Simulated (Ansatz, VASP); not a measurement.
Two plane-wave programs on Ba

File INCAR:

```
  PREC = Accurate
  ENCUT = 520
  EDIFF = 1E-6
  ISMEAR = -1
  SIGMA = 0.08
  LREAL = F
  LASPH = T
  NELM = 80
  ALGO = Normal
  ISIF = 2
  LWAVE = F
  LCHARG = F
  GGA = PE
  NBANDS = 11
```

The input KPOINTS:

```
regular mesh
0
Gamma
  9 9 9
```

File POSCAR:

```
Ba
1.0
    3.1390136522      0.0000000000      0.0000000000
    0.0000000000      3.1390136522      0.0000000000
    0.0000000000      0.0000000000      3.1390136522
Ba
1
Direct
    0.0000000000      0.0000000000      0.0000000000
```

Input for Ansatz:

```yaml
crystal:
  lattice:
    - [3.1390136522, 0.0, 0.0]
    - [0.0, 3.1390136522, 0.0]
    - [0.0, 0.0, 3.1390136522]
  atoms:
    - { symbol: Ba, position: [0.0, 0.0, 0.0] }
kpoints:
  mp_grid: { grid: [9, 9, 9] }
scf:
  occupations: { method: fermi_dirac, width: 0.08 }
hamiltonian:
  xc: pbe
  pseudopotentials: { kind: paw }
output:
  forces: true
  stress: true
  eigenvalues: true
  populations: true
  write_density: true
  write_potential: true
  elf: true
  volumetric_format: npy
```

Change from the starting cell: volume scaled by 0.5, PAW files.

Alike in both runs: task single point; functional PBE; k mesh 9 × 9 × 9; occupations fermi-dirac, width 0.08 eV; no spin polarisation.

```csv
,VASP,Ansatz
version,VASP 6.6.1,Ansatz 0.2.0
potentials or method,"VASP PAW PBE potentials, release 64 (Ba_sv)","PAW with Ansatz's default frozen-core files, scalar-relativistic"
plane-wave cutoff (eV),520,420
valence electrons in the cell,10,10
```

|  | VASP | Ansatz | Ansatz less VASP |
| --- | --- | --- | --- |
| pressure (GPa) | 17.8 | 14.5 | -3.27 |

Spin-orbit coupling is off throughout.
